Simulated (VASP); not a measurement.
A run of VASP 6.6.1 is set up as follows.

The input INCAR:

```
ALGO = Normal
EDIFF = 1E-6
ENCUT = 520
GGA = PS
ISIF = 2
ISMEAR = -1
LASPH = True
LCHARG = True
LELF = True
LREAL = False
LVHAR = True
LWAVE = False
NBANDS = 12
NELM = 80
PREC = Accurate
SIGMA = 0.08
```

Contents of KPOINTS:

```
k-points
0
Gamma
  19 19 19
```

File POSCAR:

```
Cu
1.0
    0.0000000000      1.8075000000      1.7894250000
    1.8075000000      0.0000000000      1.7894250000
    1.8075000000      1.8075000000      0.0000000000
Cu
1
Direct
    0.0000000000      0.0000000000      0.0000000000
```

Potentials or basis: VASP PAW PBE potentials, release 64 (Cu).

The run is started by

```sh
$ cat potpaw_PBE.64/Cu/POTCAR > POTCAR
$ mpirun -np 1 vasp_std > vasp.out
```

(1) What does it give for the pressure?

Results:

(1) -4.5 GPa.

Caveat: the cell differs from its parent crystal (zz strain of -1 %); the PAW data sets were made with another functional, which shifts forces and pressure a little.
